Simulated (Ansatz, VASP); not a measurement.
Two plane-wave programs on KCl

File POSCAR:

```
KCl
1.0
    3.7711682906      0.0000000000      0.0000000000
    0.0000000000      3.7711682906      0.0000000000
    0.0000000000      0.0000000000      3.7711682906
K Cl
1 1
Direct
    0.0000000000      0.0000000000      0.0000000000
    0.5000000000      0.5000000000      0.5000000000
```

The input INCAR.step1:

```
SYSTEM = KCl
  ALGO = Normal
  EDIFF = 1E-5
  ENCUT = 520
  GGA = PE
  ISIF = 2
  ISMEAR = 0
  LASPH = .True.
  LCHARG = .False.
  LREAL = .False.
  LWAVE = .True.
  NBANDS = 15
  NELM = 80
  PREC = Accurate
  SIGMA = 0.01
```

Contents of INCAR.step2:

```
SYSTEM = KCl
  ALGO = Normal
  EDIFF = 1E-6
  ENCUT = 520
  GGA = PE
  HFSCREEN = 0.2079
  ISIF = 2
  ISMEAR = 0
  ISTART = 1
  LASPH = .True.
  LCHARG = .False.
  LHFCALC = .True.
  LREAL = .False.
  LWAVE = .False.
  NBANDS = 15
  NELM = 80
  PREC = Accurate
  PRECFOCK = Normal
  SIGMA = 0.01
```

KPOINTS

```
k-points
0
Gamma
  4 4 4
  0 0 0
```

Input for Ansatz:

```yaml
crystal:
  lattice:
    - [3.7711682906, 0.0, 0.0]
    - [0.0, 3.7711682906, 0.0]
    - [0.0, 0.0, 3.7711682906]
  atoms:
    - { symbol: K, position: [0.0, 0.0, 0.0] }
    - { symbol: Cl, position: [0.5, 0.5, 0.5] }
kpoints:
  mp_grid: { grid: [4, 4, 4] }
hamiltonian:
  xc: hse06
scf:
  occupations: { method: fixed }
  n_extra_bands: 4
output:
  forces: true
  stress: true
  eigenvalues: true
  write_density: true
  write_potential: true
  elf: true
  volumetric_format: npy
```

Alike in both runs: task single point; functional HSE06; k mesh 4 × 4 × 4; no spin polarisation.

```csv
,VASP,Ansatz
version,VASP 6.6.1,Ansatz 0.2.0
potentials or method,"VASP PAW PBE potentials, release 64 (K_sv, Cl)","plane waves, PAW"
plane-wave cutoff (eV),520,420
occupations,"gaussian, width 0.01 eV",fixed
valence electrons in the cell,16,16
```

VASP gave:

| Item | Value |
| --- | --- |
| gap on the k mesh at the Fermi level (eV) | 6.36 |
| pressure (GPa) | 0.7 |

Problem. Estimate Ansatz's values.

Solution. gap on the k mesh at the Fermi level (eV): 6.37; pressure (GPa): 0.6.

Ansatz's warnings: stress exchange threshold loose, stress scf threshold loose.
